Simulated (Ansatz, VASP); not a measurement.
**GaN in VASP and in Ansatz**

Contents of INCAR:

```
ALGO = Normal
EDIFF = 1E-7
ENCUT = 520
GGA = PE
ISIF = 2
ISMEAR = 0
LASPH = True
LCHARG = False
LREAL = False
LWAVE = False
NBANDS = 46
NELM = 80
PREC = Accurate
SIGMA = 0.05
```

KPOINTS

```
k-points
0
Gamma
  8 6 6
```

File POSCAR:

```
GaN
1.0
   -3.2185392732      0.0000000000      0.0000000000
    0.0000000000      0.0000000000     -5.2433778863
    0.0000000001     -5.5746735474      0.0000000000
Ga N
4 4
Direct
    0.5000000000     -0.0021404596      0.1666688863
    0.0000000000     -0.0021404596      0.6666688863
    0.0000000000      0.4978595404      0.3333311137
    0.5000000000      0.4978595404      0.8333311137
    0.5000000000      0.6390888266      0.1666807346
    0.0000000000      0.6390888266      0.6666807346
    0.0000000000      0.1390888266      0.3333192654
    0.5000000000      0.1390888266      0.8333192654
```

Input for Ansatz:

```yaml
crystal:
  lattice:
    - [-3.2185392732, 0.0, 0.0]
    - [0.0, 0.0, -5.2433778863]
    - [1.0e-10, -5.5746735474, 0.0]
  atoms:
    - { symbol: Ga, position: [0.5, -0.0021404596, 0.1666688863] }
    - { symbol: Ga, position: [0.0, -0.0021404596, 0.6666688863] }
    - { symbol: Ga, position: [0.0, 0.4978595404, 0.3333311137] }
    - { symbol: Ga, position: [0.5, 0.4978595404, 0.8333311137] }
    - { symbol: "N", position: [0.5, 0.6390888266, 0.1666807346] }
    - { symbol: "N", position: [0.0, 0.6390888266, 0.6666807346] }
    - { symbol: "N", position: [0.0, 0.1390888266, 0.3333192654] }
    - { symbol: "N", position: [0.5, 0.1390888266, 0.8333192654] }
basis:
  ecutwfc: 520.0
kpoints:
  mp_grid: { grid: [8, 6, 6] }
hamiltonian:
  xc: pbe
  pseudopotentials: { kind: paw, azcp: { folder: soft_1 } }
scf:
  occupations: { method: gaussian, width: 0.05 }
output:
  forces: true
  stress: true
  eigenvalues: true
  write_density: true
  write_potential: true
  elf: true
  volumetric_format: npy
```

Change from the starting cell: mode 11 frozen in at +0.000 Å and mode 13 at -0.078 Å (largest displacements).

Alike in both runs: task single point; functional PBE; k mesh 8 × 6 × 6; occupations gaussian, width 0.05 eV; no spin polarisation.

|  | VASP | Ansatz |
| --- | --- | --- |
| version | VASP 6.6.1 | Ansatz 0.2.0 |
| potentials or method | VASP PAW PBE potentials, release 64 (Ga_d, N), cutoff 520 eV | scalar-relativistic, plane waves, PAW |
| valence electrons in the cell | 72 | 72 |

```tsv
	VASP	Ansatz	Ansatz less VASP
gap on the k mesh at the Fermi level (eV)	1.60	1.60	-0.001
least direct gap on the mesh (eV)	1.60	1.60	-0.001
pressure (GPa)	0.9	0.8	-0.05
traceless stress, the component that is largest in VASP (GPa)	6.96	7.09	+0.124
rms of the force components (eV/Å)	0.738	0.748	+0.0099
```

Atom by atom the forces differ by 0.010 eV/Å (rms over components).
